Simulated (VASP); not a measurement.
Here is a VASP 6.6.1 calculation.

Contents of INCAR:

```
PREC = Accurate
ENCUT = 520
EDIFF = 1E-6
ISMEAR = 1
SIGMA = 0.3
LREAL = False
LASPH = True
NELM = 120
ALGO = Normal
ISIF = 2
LWAVE = False
LCHARG = False
LDIPOL = True
IDIPOL = 3
DIPOL = 0.5 0.5 0.500
GGA = PE
NBANDS = 26
GGA_COMPAT = False
NELMDL = -8
```

KPOINTS

```
regular mesh
0
Gamma
  5 5 1
```

Contents of POSCAR:

```
MgO
1.0
    2.9818690000      0.0000000000      0.0000000000
   -1.4909345000      2.5823743048      0.0000000000
    0.0000000000      0.0000000000     20.5214004515
Mg O
4 4
Direct
    0.0000000000      0.0000000000      0.2923777066
    0.6666666667      0.3333333333      0.4110190171
    0.3333333333      0.6666666667      0.5296603276
    0.0000000000      0.0000000000      0.6483016382
    0.3333333333      0.6666666667      0.3516983618
    0.0000000000      0.0000000000      0.4703396724
    0.6666666667      0.3333333333      0.5889809829
    0.3333333333      0.6666666667      0.7076222934
```

Potentials or basis: VASP PAW PBE potentials, release 64 (Mg, O).

Launch:

```sh
$ cat potpaw_PBE.64/Mg/POTCAR potpaw_PBE.64/O/POTCAR > POTCAR
$ mpirun -np 1 vasp_std > vasp.out
```

Q: Predict the band gap on the k mesh.

A: Zero (band 16 reaches -0.88 eV, above the bottom of band 17 at -1.41 eV).

Q: Estimate the largest force.

A: 1.647 eV/Å.

Forces in eV/Å, atoms in the order of the input:
```
Mg   0.000  0.000 -0.183
Mg   0.000  0.000  1.035
Mg   0.000  0.000  0.991
Mg   0.000  0.000  1.647
O    0.000  0.000 -0.519
O    0.000  0.000 -1.004
O    0.000  0.000 -1.068
O    0.000  0.000 -0.899
```

Caveat: the k points lie up to 0.49 Å⁻¹ apart.
